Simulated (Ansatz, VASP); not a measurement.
# One calculation of Os, two programs

```
Os
1.0
     0.00000    1.94500    1.94500
     1.94500    0.00000    1.94500
     1.94500    1.94500    0.00000
Os
1
Direct
  0.00000 0.00000 0.00000
```

Alike in both runs: task single point; functional r2SCAN; k mesh 17 × 17 × 17; occupations fermi-dirac, width 0.05 eV; no spin polarisation.

|  | VASP | Ansatz |
| --- | --- | --- |
| version | VASP 6.6.1 | Ansatz 0.2.0 |
| potentials or method | VASP PAW PBE potentials, release 64 (Os) | PAW with Ansatz's default frozen-core files, scalar-relativistic |
| plane-wave cutoff (eV) | 520 | 500 |
| valence electrons in the cell | 8 | 16 |

```csv
,VASP,Ansatz,Ansatz less VASP
pressure (GPa),-16.3,-16.8,-0.56
```

VASP's potentials were made for PBE, not for r2SCAN. VASP's potentials hold 8 valence electrons a cell and Ansatz's 16, so a difference there can come from the potentials and not from the codes.

Neither program's run includes spin-orbit coupling.
